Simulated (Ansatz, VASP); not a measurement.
# Sb: VASP beside Ansatz

File INCAR:

```
SYSTEM = Sb
ALGO = Normal
EDIFF = 1E-7
ENCUT = 520
GGA = PE
ISIF = 2
ISMEAR = -1
LASPH = .True.
LCHARG = .False.
LREAL = .False.
LWAVE = .False.
NBANDS = 12
NELM = 100
PREC = Accurate
SIGMA = 0.05
```

KPOINTS

```
k-points
0
Gamma
  9 9 9
  0 0 0
```

File POSCAR:

```
Sb
1.0
    2.1506003320      1.2416496806      3.8188800000
   -2.1506003320      1.2416496806      3.8188800000
    0.0000000000     -2.4832993611      3.8188800000
Sb
2
Direct
    0.2336400000      0.2336400000      0.2336400000
    0.7663600000      0.7663600000      0.7663600000
```

Input for Ansatz:

```yaml
crystal:
  lattice:
    - [2.150600332, 1.2416496806, 3.81888]
    - [-2.150600332, 1.2416496806, 3.81888]
    - [0.0, -2.4832993611, 3.81888]
  atoms:
    - { symbol: Sb, position: [0.23364, 0.23364, 0.23364] }
    - { symbol: Sb, position: [0.76636, 0.76636, 0.76636] }
kpoints:
  mp_grid: { grid: [9, 9, 9] }
  band_path:
    path:
      - [0.0, 0.0, 0.0]
      - [0.5, 0.5, 0.5]
      - [0.7628583666, 0.2371416334, 0.5]
      - [0.5, -0.2371416334, 0.2371416334]
      - [0.5, 0.0, 0.0]
      - [0.0, 0.0, 0.0]
      - [0.3685708167, -0.3685708167, 0.0]
      - [0.6314291833, 0.0, 0.3685708167]
      - [0.5, 0.0, 0.5]
    npoints: 5
scf:
  occupations: { method: fermi_dirac, width: 0.05 }
hamiltonian:
  xc: pbe
  pseudopotentials: { kind: all_electron, lapw: { basis_error: 0.0005 } }
output:
  forces: true
  stress: true
  eigenvalues: true
```

Change from the starting cell: zz strain of +2 %.

Alike in both runs: task single point; functional PBE; k mesh 9 × 9 × 9; occupations fermi-dirac, width 0.05 eV; no spin polarisation.

```csv
,VASP,Ansatz
version,VASP 6.6.1,Ansatz 0.2.0
potentials or method,"VASP PAW PBE potentials, release 64 (Sb), cutoff 520 eV","all-electron LAPW, scalar-relativistic"
```

Ansatz gave:

| Item | Value |
| --- | --- |
| pressure (GPa) | 2.0 |
| traceless stress, the component that is largest in VASP (GPa) | -0.70 |
| rms of the force components (eV/Å) | 0.039 |

Task: What did VASP give for the same quantities?

Result: Pressure (GPa): 2.1; traceless stress, the component that is largest in VASP (GPa): -0.73; rms of the force components (eV/Å): 0.063.

Atom by atom the forces differ by 0.025 eV/Å (rms over components). Ansatz ran all-electron here, and VASP with PAW potentials.

Neither program's run includes spin-orbit coupling.
